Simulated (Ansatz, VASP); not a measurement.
**BeS in VASP and in Ansatz**

INCAR

```
SYSTEM = BeS
  ALGO = Normal
  EDIFF = 1E-6
  ENCUT = 600
  GGA = CA
  GGA_COMPAT = .False.
  ISIF = 2
  ISMEAR = -1
  LASPH = .True.
  LCHARG = .True.
  LELF = .True.
  LREAL = .False.
  LVHAR = .True.
  LWAVE = .False.
  NBANDS = 11
  NELM = 120
  PREC = Accurate
  SIGMA = 0.08
```

The input KPOINTS:

```
k-points
0
Gamma
  17 17 17
  0 0 0
```

The input POSCAR:

```
BeS
1.0
    0.0000000000      1.9212167788      1.9212167788
    1.9212167788      0.0000000000      1.9212167788
    1.9212167788      1.9212167788      0.0000000000
Be S
1 1
Direct
    0.0000000000      0.0000000000      0.0000000000
    0.5000000000      0.5000000000      0.5000000000
```

Input for Ansatz:

```yaml
crystal:
  lattice:
    - [0.0, 1.9212167788, 1.9212167788]
    - [1.9212167788, 0.0, 1.9212167788]
    - [1.9212167788, 1.9212167788, 0.0]
  atoms:
    - { symbol: Be, position: [0.0, 0.0, 0.0] }
    - { symbol: S, position: [0.5, 0.5, 0.5] }
kpoints:
  mp_grid: { grid: [17, 17, 17] }
scf:
  occupations: { method: fermi_dirac, width: 0.08 }
hamiltonian:
  xc: lda
  pseudopotentials: { kind: all_electron, datasets: crystal }
output:
  forces: true
  stress: true
  eigenvalues: true
```

Change from the starting cell: volume scaled by 0.6, crystal datasets.

Alike in both runs: task single point; functional LDA; k mesh 17 × 17 × 17; occupations fermi-dirac, width 0.08 eV; no spin polarisation.

|  | VASP | Ansatz |
| --- | --- | --- |
| version | VASP 6.6.1 | Ansatz 0.2.0 |
| potentials or method | VASP PAW LDA potentials, release 64 (Be, S), cutoff 600 eV | all-electron PAW with datasets made for the crystal, scalar-relativistic |

|  | VASP | Ansatz | Ansatz less VASP |
| --- | --- | --- | --- |
| pressure (GPa) | 156.1 | 156.1 | +0.07 |

LDA's correlation is that of Perdew and Zunger in VASP and of Perdew and Wang (1992) in Ansatz. Both programs put the cell under a high pressure, so it lies far from rest at this level. Ansatz ran all-electron here, and VASP with PAW potentials.

Noted on VASP's run: the cell as given lies far from equilibrium.
